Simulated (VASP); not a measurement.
# Ge (P6_3/mmc) in VASP: a series of runs, part 2 of 2

VASP 6.6.1.

## 4. Single point, PBE (biaxial strain in the a-b plane: -3.0 %)

The input, INCAR:

```
SYSTEM = Ge
ALGO     = Normal         ! electronic algorithm
EDIFF    = 1E-6           ! SCF threshold, eV
ENCUT    = 520            ! plane-wave cutoff, eV
GGA      = PE             ! functional
ISIF     = 2              ! what is computed and relaxed
ISMEAR   = 0              ! smearing method
LASPH    = .TRUE.         ! aspherical terms in the spheres
LCHARG   = .TRUE.         ! write CHGCAR
LELF     = .TRUE.         ! ELF
LREAL    = .FALSE.        ! projectors in reciprocal space
LVHAR    = .TRUE.       
LWAVE    = .FALSE.        ! write WAVECAR
NBANDS   = 36             ! bands
NELM     = 100            ! most SCF steps
PREC     = Accurate       ! precision mode
SIGMA    = 0.1            ! smearing width, eV
```

The input, KPOINTS:

```
k-points
0
G
  12 12 8
  0 0 0
```

The input, POSCAR:

```
Ge
1.0
    3.9364120069      0.0000000000      0.0000000000
   -1.9682060035      3.4090327978      0.0000000000
    0.0000000000      0.0000000000      6.8129936985
Ge
4
Direct
    0.6666666667      0.3333333333      0.0640174293
    0.3333333333      0.6666666667      0.5640174293
    0.6666666667      0.3333333333      0.4359825707
    0.3333333333      0.6666666667      0.9359825707
```

Potentials or basis: VASP PAW PBE potentials, release 64 (Ge_d).

On the command line:

```console
cat potpaw_PBE.64/Ge_d/POTCAR > POTCAR
mpirun -np 1 vasp_std > vasp.out
```

OUTCAR:

```text
SYSTEM = Ge
   EDIFF = 1E-6
   ENCUT = 520
   GGA = PE
   ISIF = 2
   ISMEAR = 0
   LASPH = .TRUE.
   LREAL = .FALSE.
   NELM = 100
   PREC = Accurate

 ion  position               nearest neighbor table
   1  0.667  0.333  0.064-   4 2.43   4 2.43   4 2.43   3 2.53
   2  0.333  0.667  0.564-   3 2.43   3 2.43   3 2.43   4 2.53
   3  0.667  0.333  0.436-   2 2.43   2 2.43   2 2.43   1 2.53
   4  0.333  0.667  0.936-   1 2.43   1 2.43   1 2.43   2 2.53

  LATTYP: Found a hexagonal cell.
 ALAT       =     3.9364120069
 C/A-ratio  =     1.7307623507

  Lattice vectors:

 A1 = (   3.9364120069,   0.0000000000,   0.0000000000)
 A2 = (  -1.9682060035,   3.4090327978,   0.0000000000)
 A3 = (   0.0000000000,   0.0000000000,   6.8129936985)

Analysis of symmetry for initial positions (statically):
=====================================================================
 Subroutine PRICEL returns:
 Original cell was already a primitive cell.

 Routine SETGRP: Setting up the symmetry group for a
 hexagonal supercell.
[... 170 lines left out ...]
  free energy    TOTEN  =       -17.90552698 eV

  energy without entropy =      -17.90472507  energy(sigma->0) =      -17.90512602

 E-fermi :   5.0550     XC(G=0):  -9.8799

 val. band max:        5.0336021376   @ k =   0.0000   0.0000   0.1250
 cond. band min:       5.0951296391   @ k =   0.5000  -0.0000   0.3750
 fundamental gap:      0.0615275015
 Fermi energy:         5.0549530245

 k-point     1 :       0.0000    0.0000    0.0000
  band No.  band energies     occupation
      1     -19.9557      2.00000
      2     -19.9557      2.00000
      3     -19.9235      2.00000
      4     -19.9235      2.00000
      5     -19.8839      2.00000
      6     -19.8806      2.00000
[... 925 lines left out ...]
     35      12.2601      0.00000
     36      12.3857      0.00000

 [... further k-points ...]

------------------------ aborting loop because EDIFF is reached ----------------------------------------

  FORCE on cell =-STRESS in cart. coord.  units (eV):
  Direction    XX          YY          ZZ          XY          YZ          ZX
  --------------------------------------------------------------------------------------
  -------------------------------------------------------------------------------------
  Total        3.0922429      3.0922429     -1.1043973     -0.0000000     -0.0000000      0.0000000
  in kB       54.1894159     54.1894159    -19.3537976     -0.0000000     -0.0000000      0.0000000
  external PRESSURE =      29.6750114 kB  Pullay stress =       0.0000000 kB

 VOLUME and BASIS-vectors are now :
 -----------------------------------------------------------------------------
  energy-cutoff  :      520.00
  volume of cell :       91.43
      direct lattice vectors                 reciprocal lattice vectors
     3.936412007  0.000000000  0.000000000     0.254038449  0.146669167  0.000000000
    -1.968206003  3.409032798  0.000000000     0.000000000  0.293338334  0.000000000
     0.000000000  0.000000000  6.812993698     0.000000000  0.000000000  0.146778354

 POSITION                                       TOTAL-FORCE (eV/Angst)
 -----------------------------------------------------------------------------------
      1.96821      1.13634      0.43615        -0.000000      0.000000      0.252348
     -0.00000      2.27269      3.84265         0.000000     -0.000000      0.252348
      1.96821      1.13634      2.97035        -0.000000      0.000000     -0.252348
     -0.00000      2.27269      6.37684         0.000000     -0.000000     -0.252348
 -----------------------------------------------------------------------------------
    total drift:                                0.000000     -0.000000      0.000000

  FREE ENERGIE OF THE ION-ELECTRON SYSTEM (eV)
  ---------------------------------------------------
  free  energy   TOTEN  =       -17.9055269751 eV

  energy  without entropy=      -17.9047250694  energy(sigma->0) =      -17.90512602
```

stdout:

```text
POSCAR found type information on POSCAR Ge
 POSCAR found :  1 types and       4 ions
 scaLAPACK will be used
 LDA part: xc-table for (Slater+PW92), standard interpolation
 POSCAR, INCAR and KPOINTS ok, starting setup
 FFT: planning ... GRIDC
 FFT: planning ... GRID_SOFT
 FFT: planning ... GRID
 WAVECAR not read
 entering main loop
```

It took 5.6 min on 1 thread of AMD EPYC 7R43 (Zen 3), shared host; peak memory 0.31 GiB.

What came out:

* Free energy: -17.9055 eV
* Pressure: 3.0 GPa
* Largest force: 0.252 eV/Å
* Band gap on the k mesh: zero (band 28 reaches 5.12 eV, above the bottom of band 29 at 5.10 eV)

Forces on the atoms (eV/Å):
```
Ge   0.000  0.000  0.252
Ge   0.000  0.000  0.252
Ge   0.000  0.000 -0.252
Ge   0.000  0.000 -0.252
```

Stress tensor (GPa, compression positive):
```
 5.42  0.00  0.00
 0.00  5.42  0.00
 0.00  0.00 -1.94
```

Caveat: the cell differs from its parent crystal (biaxial strain in the a-b plane: -3.0 %).

## 5. Single point, PBE

This run uses another cell than the first one, of 23.86 Å³/atom, 1.068 times its volume.

The input, INCAR:

```
SYSTEM = Ge
ALGO = Normal
EDIFF = 1E-7
ENCUT = 520
GGA = PE
ISIF = 2
ISMEAR = 0
LASPH = .True.
LCHARG = .True.
LELF = .True.
LREAL = .False.
LVHAR = .True.
LWAVE = .False.
NBANDS = 36
NELM = 100
PREC = Accurate
SIGMA = 0.1
```

The input, KPOINTS:

```
k-points
0
Gamma
  12 12 8
  0 0 0
```

The input, POSCAR:

```
Ge
1.0
    4.0581567082      0.0000000000      0.0000000000
   -2.0290783541      3.5144668018      0.0000000000
    0.0000000000      0.0000000000      6.6925281911
Ge
4
Direct
    0.6666666667      0.3333333333      0.0627911807
    0.3333333333      0.6666666667      0.5627911807
    0.6666666667      0.3333333333      0.4372088193
    0.3333333333      0.6666666667      0.9372088193
```

On the command line:

```console
cat potpaw_PBE.64/Ge_d/POTCAR > POTCAR
mpirun -np 1 vasp_std > vasp.out
```

Run time: 6.1 min. Hardware: 1 thread of AMD EPYC 7R43 (Zen 3), shared host; peak memory 0.32 GiB.

Results (log left out):

```yaml
Free_energy: -18.0028 eV
Pressure: 0.0 GPa
Band_gap_on_the_k_mesh: zero (band 28 reaches 4.55 eV, above the bottom of band 29 at 4.54 eV)
```

Forces in eV/Å, atoms in the order of the input:
```
Ge   0.000  0.000 -0.002
Ge   0.000  0.000 -0.002
Ge   0.000  0.000  0.002
Ge   0.000  0.000  0.002
```

Levels at points of the mesh, in eV from the Fermi level:
```
           k point  band 24  band 25  band 26  band 27  band 28  band 29  band 30  band 31  band 32  band 33
(0.00, 0.00, 0.00)    -1.42    -1.42    -0.41    -0.21    -0.15     0.09     0.09     2.25     2.25     2.71
(0.50, 0.00, 0.00)    -6.65    -4.36    -2.93    -2.65    -1.39     0.57     1.51     3.57     3.68     4.22
(0.00, 0.00, 0.50)    -4.76    -0.83    -0.83    -0.83    -0.83     0.53     0.53     3.32     3.32     3.32
(0.50, 0.00, 0.50)    -7.71    -2.44    -2.44    -2.30    -2.30     0.50     0.50     2.15     2.15     5.97
```

## 6. Summary

| cell | gap on the mesh (eV) | pressure (GPa) | largest force (eV/Å) |
| --- | --- | --- | --- |
| a = 3.876, b = 3.876, c = 6.873 Å, angles 90.0, 90.0, 120.0°, 4 atoms | none | 4.8 | 0.30 |
| a = 3.936, b = 3.936, c = 6.754 Å, angles 90.0, 90.0, 120.0°, 4 atoms | none | 3.4 | - |
| a = 3.936, b = 3.936, c = 6.813 Å, angles 90.0, 90.0, 120.0°, 4 atoms | none | 3.0 | 0.25 |
| a = 4.058, b = 4.058, c = 6.693 Å, angles 90.0, 90.0, 120.0°, 4 atoms | none | 0.0 | - |

Alike in all rows: task single point; level PBE; potentials or basis VASP PAW PBE potentials, release 64 (Ge_d); no spin polarisation; k mesh 12 × 12 × 8; cutoff (eV) 520; smearing gaussian 0.1 eV.

Absolute energies hang on the potentials; compare differences alone.
